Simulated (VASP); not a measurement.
# CuI (Marshite) (F-43m) in VASP: single point with PBE

Aim: the single point of CuI (Marshite) with PBE.

Everything below comes from runs of VASP 6.6.1. Logs are shortened: lines on timing, memory, paths and dates and some standing lists are left out, and cuts for length are marked.

### Step 1. The cell of the first run

It takes space group F-43m (No. 216, cubic). The conventional cell has a = 6.063 Å, b = 6.063 Å, c = 6.063 Å, α = 90.00°, β = 90.00°, γ = 90.00°. Within 3.5 Å of Cu (site symmetry -43m) lie 4 I at 2.63 Å. I (site symmetry -43m) has 4 Cu at 2.63 Å within 3.5 Å.

### Step 2. Single point, PBE

The input, INCAR:

```
PREC = Accurate
ENCUT = 520
EDIFF = 1E-6
ISMEAR = 0
SIGMA = 0.01
LREAL = False
LASPH = True
NELM = 80
ALGO = Normal
ISIF = 2
LWAVE = False
LCHARG = False
GGA = PE
NBANDS = 16
```

The input, KPOINTS:

```
regular mesh
0
Gamma
  4 4 4
```

The input, POSCAR:

```
CuI
1.0
    0.0000000000      3.0315000000      3.0315000000
    3.0315000000      0.0000000000      3.0315000000
    3.0315000000      3.0315000000      0.0000000000
Cu I
1 1
Direct
    0.2500000000      0.2500000000      0.2500000000
    0.0000000000      0.0000000000      0.0000000000
```

Potentials or basis: VASP PAW PBE potentials, release 64 (Cu, I).

Launch:

```bash
> cat potpaw_PBE.64/Cu/POTCAR potpaw_PBE.64/I/POTCAR > POTCAR
> mpirun -np 1 vasp_std > vasp.out
```

OUTCAR:

```text
PREC = Accurate
   ENCUT = 520
   EDIFF = 1E-6
   ISMEAR = 0
   LREAL = False
   LASPH = True
   NELM = 80
   ISIF = 2
   GGA = PE

 ion  position               nearest neighbor table
   1  0.250  0.250  0.250-   2 2.63   2 2.63   2 2.63   2 2.63
   2  0.000  0.000  0.000-   1 2.63   1 2.63   1 2.63   1 2.63

  LATTYP: Found a face centered cubic cell.
 ALAT       =     6.0630000000

  Lattice vectors:

 A1 = (   0.0000000000,   3.0315000000,   3.0315000000)
 A2 = (   3.0315000000,   0.0000000000,   3.0315000000)
 A3 = (   3.0315000000,   3.0315000000,   0.0000000000)

Analysis of symmetry for initial positions (statically):
=====================================================================
 Subroutine PRICEL returns:
 Original cell was already a primitive cell.

 Routine SETGRP: Setting up the symmetry group for a
 face centered cubic supercell.

 Subroutine GETGRP returns: Found 24 space group operations
 (whereof 24 operations were pure point group operations)
 out of a pool of 48 trial point group operations.

The static configuration has the point symmetry T_d .

Analysis of symmetry for dynamics (positions and initial velocities):
=====================================================================
 Subroutine PRICEL returns:
 Original cell was already a primitive cell.

 Routine SETGRP: Setting up the symmetry group for a
 face centered cubic supercell.

 Subroutine GETGRP returns: Found 24 space group operations
 (whereof 24 operations were pure point group operations)
 out of a pool of 48 trial point group operations.

The dynamic configuration has the point symmetry T_d .

 Subroutine INISYM returns: Found 24 space group operations
 (whereof 24 operations are pure point group operations),
 and found     1 'primitive' translations

----------------------------------------------------------------------------------------

                                     Primitive cell

  volume of cell :      55.7189

  direct lattice vectors                    reciprocal lattice vectors
     0.000000000  3.031500000  3.031500000    -0.164934851  0.164934851  0.164934851
     3.031500000  0.000000000  3.031500000     0.164934851 -0.164934851  0.164934851
     3.031500000  3.031500000  0.000000000     0.164934851  0.164934851 -0.164934851

  length of vectors
     4.287188414  4.287188414  4.287188414     0.285675541  0.285675541  0.285675541

  position of ions in fractional coordinates (direct lattice)
     0.250000000  0.250000000  0.250000000
     0.000000000  0.000000000  0.000000000

  ion indices of the primitive-cell ions
   primitive index   ion index
                 1           1
                 2           2

----------------------------------------------------------------------------------------

 KPOINTS: regular mesh

Automatic generation of k-mesh.
 Grid dimensions read from file:
 generate k-points for:    4    4    4

 Generating k-lattice:

  Cartesian coordinates                     Fractional coordinates (reciprocal lattice)
    -0.041233713  0.041233713  0.041233713     0.250000000  0.000000000  0.000000000
     0.041233713 -0.041233713  0.041233713     0.000000000  0.250000000  0.000000000
     0.041233713  0.041233713 -0.041233713     0.000000000  0.000000000  0.250000000

  Length of vectors
     0.071418885  0.071418885  0.071418885

  Shift w.r.t. Gamma in fractional coordinates (k-lattice)
     0.000000000  0.000000000  0.000000000

 Subroutine IBZKPT returns following result:
 ===========================================

 Found      8 irreducible k-points:

 Following reciprocal coordinates:
            Coordinates               Weight
  0.000000  0.000000  0.000000      1.000000
  0.250000  0.000000  0.000000      8.000000
  0.500000  0.000000  0.000000      4.000000
  0.250000  0.250000  0.000000      6.000000
  0.500000  0.250000  0.000000     24.000000
 -0.250000  0.250000  0.000000     12.000000
  0.500000  0.500000  0.000000      3.000000
 -0.250000  0.500000  0.250000      6.000000
   k-points           NKPTS =      8   k-points in BZ     NKDIM =      8   number of bands    NBANDS=     16
   number of dos      NEDOS =    301   number of ions     NIONS =      2
   total plane-waves  NPLWV =  32768
   dimension x,y,z NGX =    32 NGY =   32 NGZ =   32
   dimension x,y,z NGXF=    64 NGYF=   64 NGZF=   64
   ions per type =               1   1
   NGX,Y,Z   is equivalent  to a cutoff of  12.41, 12.41, 12.41 a.u.
   NGXF,Y,Z  is equivalent  to a cutoff of  24.82, 24.82, 24.82 a.u.
 SYSTEM =  unknown system
   PREC   = accura    normal or accurate (medium, high low for compatibility)
   ISTART =      0    job   : 0-new  1-cont  2-samecut
   ICHARG =      2    charge: 1-file 2-atom 10-const
   ISPIN  =      1    spin polarized calculation?
   LNONCOLLINEAR =      F non collinear calculations
   LSORBIT =      F    spin-orbit coupling
   LASPH  =      T    aspherical Exc in radial PAW
   ENCUT  =  520.0 eV  38.22 Ry    6.18 a.u.   7.97  7.97  7.97*2*pi/ulx,y,z
   NELM   =     80;   NELMIN=  2; NELMDL= -5     # of ELM steps
   EDIFF  = 0.1E-05   stopping-criterion for ELM
   LREAL  =      F    real-space projection
   EDIFFG = 0.1E-04   stopping-criterion for IOM
   NSW    =      0    number of steps for IOM
   IBRION =     -1    ionic relax: 0-MD 1-quasi-New 2-CG
   NFREE  =      0    steps in history (QN), initial steepest desc. (CG)
   ISIF   =      2    stress and relaxation
   ISYM   =      2    0-nonsym 1-usesym 2-fastsym
   POTIM  = 0.5000    time-step for ionic-motion
   TEBEG  =    0.0;   TEEND  =   0.0 temperature during run
   PSTRESS=    0.0 pullay stress
   NELECT =      18.0000    total number of electrons
   NUPDOWN=      -1.0000    fix difference up-down
   EMIN   =  10.00;   EMAX   =-10.00  energy-range for DOS
   EFERMI =   0.00;   METHOD = LEGACY
   ISMEAR =     0;   SIGMA  =   0.01  broadening in eV -4-tet -1-fermi 0-gaus
   EFERMI_NEDOS =   21; number of points for ismear=-14 and -15
   IALGO  =     38    algorithm
   IMIX   =      4    mixing-type and parameters
     AMIX     =   0.40;   BMIX     =  1.00
     AMIX_MAG =   1.60;   BMIX_MAG =  1.00
  volume/ion in A,a.u.               =      27.86       188.00
  Fermi-wavevector in a.u.,A,eV,Ry     =   1.123306  2.122741 17.168055  1.261816
  Thomas-Fermi vector in A             =   2.259971
   LORBIT       =      0    0 simple, 1 ext, 2 COOP (PROOUT), +10 PAW based schemes
   GGA     = PE    functional components
   LHFCALC =     F    Hartree Fock is set to
   AEXX    =    0.0000 exact exchange contribution
   IVDW    =     0    specifies the selected vdW correction
   LEPSILON=     F    determine dielectric tensor
   LRPA    =     F    only Hartree local field effects (RPA)
 non-spin polarized calculation
 Gauss-broadening in eV      SIGMA  =   0.01
  energy-cutoff  :      520.00
  volume of cell :       55.72
 maximum number of plane-waves:      1524
   NGX = 15   NGY = 15   NGZ = 15

 number of electron      18.0000014 magnetization

 Free energy of the ion-electron system (eV)
  ---------------------------------------------------
  ext. energy  EPLUGINS =         0.00000000
  ---------------------------------------------------
  free energy    TOTEN  =        -5.52801625 eV

  energy without entropy =       -5.52801625  energy(sigma->0) =       -5.52801625

 E-fermi :   4.5315     XC(G=0):  -8.9291

 val. band max:        4.4414865454   @ k =   0.0000   0.0000   0.0000
 cond. band min:       5.5825644629   @ k =   0.0000   0.0000   0.0000
 fundamental gap:      1.1410779176
 Fermi energy:         4.5314569417

 k-point     1 :       0.0000    0.0000    0.0000
  band No.  band energies     occupation
      1      -9.5598      2.00000
      2       0.8033      2.00000
      3       0.8033      2.00000
      4       0.8033      2.00000
      5       2.5840      2.00000
      6       2.5840      2.00000
[... 8 lines left out ...]
     15      14.0163      0.00000
     16      14.0163      0.00000

 k-point     2 :       0.2500    0.0000    0.0000
  band No.  band energies     occupation
      1      -9.3014      2.00000
      2      -0.1921      2.00000
      3       0.8199      2.00000
      4       0.8199      2.00000
      5       2.5750      2.00000
      6       2.5750      2.00000
[... 8 lines left out ...]
     15      13.1593      0.00000
     16      13.3623      0.00000

 k-point     3 :       0.5000    0.0000    0.0000
  band No.  band energies     occupation
      1      -9.0068      2.00000
      2      -1.1398      2.00000
      3       0.8267      2.00000
      4       0.8267      2.00000
      5       2.6120      2.00000
      6       2.6120      2.00000
[... 8 lines left out ...]
     15      15.3100      0.00000
     16      15.3100      0.00000

 k-point     4 :       0.2500    0.2500    0.0000
  band No.  band energies     occupation
      1      -9.2147      2.00000
      2      -0.2444      2.00000
      3       0.7484      2.00000
      4       0.7484      2.00000
      5       2.4874      2.00000
      6       2.6273      2.00000
[... 8 lines left out ...]
     15      14.6220      0.00000
     16      16.0665      0.00000

 k-point     5 :       0.5000    0.2500    0.0000
  band No.  band energies     occupation
      1      -8.9174      2.00000
      2      -0.8417      2.00000
      3       0.3226      2.00000
      4       0.7639      2.00000
      5       2.5134      2.00000
      6       2.6266      2.00000
[... 8 lines left out ...]
     15      15.4502      0.00000
     16      16.3078      0.00000

 k-point     6 :      -0.2500    0.2500    0.0000
  band No.  band energies     occupation
      1      -9.0169      2.00000
      2      -0.6085      2.00000
      3       0.2309      2.00000
      4       0.8424      2.00000
      5       2.5443      2.00000
      6       2.5840      2.00000
[... 8 lines left out ...]
     15      14.6484      0.00000
     16      16.4749      0.00000

 k-point     7 :       0.5000    0.5000    0.0000
  band No.  band energies     occupation
      1      -8.8192      2.00000
      2      -1.1249      2.00000
      3       0.6965      2.00000
      4       0.6965      2.00000
      5       2.5601      2.00000
      6       2.6415      2.00000
[... 8 lines left out ...]
     15      15.7106      0.00000
     16      16.4633      0.00000

 k-point     8 :      -0.2500    0.5000    0.2500
  band No.  band energies     occupation
      1      -8.8155      2.00000
      2      -0.6612      2.00000
      3      -0.0794      2.00000
      4       0.6057      2.00000
      5       2.5228      2.00000
      6       2.5381      2.00000
[... 8 lines left out ...]
     15      15.9829      0.00000
     16      16.4430      0.00000

------------------------ aborting loop because EDIFF is reached ----------------------------------------

  FORCE on cell =-STRESS in cart. coord.  units (eV):
  Direction    XX          YY          ZZ          XY          YZ          ZX
  --------------------------------------------------------------------------------------
  -------------------------------------------------------------------------------------
  Total        0.3223468      0.3223468      0.3223468      0.0000000      0.0000000      0.0000000
  in kB        9.2689634      9.2689634      9.2689634      0.0000000      0.0000000      0.0000000
  external PRESSURE =       9.2689634 kB  Pullay stress =       0.0000000 kB

 VOLUME and BASIS-vectors are now :
 -----------------------------------------------------------------------------
  energy-cutoff  :      520.00
  volume of cell :       55.72
      direct lattice vectors                 reciprocal lattice vectors
     0.000000000  3.031500000  3.031500000    -0.164934851  0.164934851  0.164934851
     3.031500000  0.000000000  3.031500000     0.164934851 -0.164934851  0.164934851
     3.031500000  3.031500000  0.000000000     0.164934851  0.164934851 -0.164934851

 POSITION                                       TOTAL-FORCE (eV/Angst)
 -----------------------------------------------------------------------------------
      1.51575      1.51575      1.51575        -0.000000     -0.000000     -0.000000
      0.00000      0.00000      0.00000         0.000000      0.000000      0.000000
 -----------------------------------------------------------------------------------
    total drift:                                0.000001      0.000001      0.000001

  FREE ENERGIE OF THE ION-ELECTRON SYSTEM (eV)
  ---------------------------------------------------
  free  energy   TOTEN  =        -5.5280162490 eV

  energy  without entropy=       -5.5280162490  energy(sigma->0) =       -5.52801625
```

Run time: 14 s. Hardware: 1 thread of Intel Xeon Platinum 8259CL at 2.50GHz (Skylake/Cascade Lake), shared host; peak memory 0.17 GiB.

Results:

- Free energy: -5.5280 eV
- Pressure: 0.9 GPa
- Band gap on the k mesh: 1.14 eV, direct

Caveat: the k points lie up to 0.45 Å⁻¹ apart; spin-orbit coupling is left out, which moves the levels of the heavy elements.
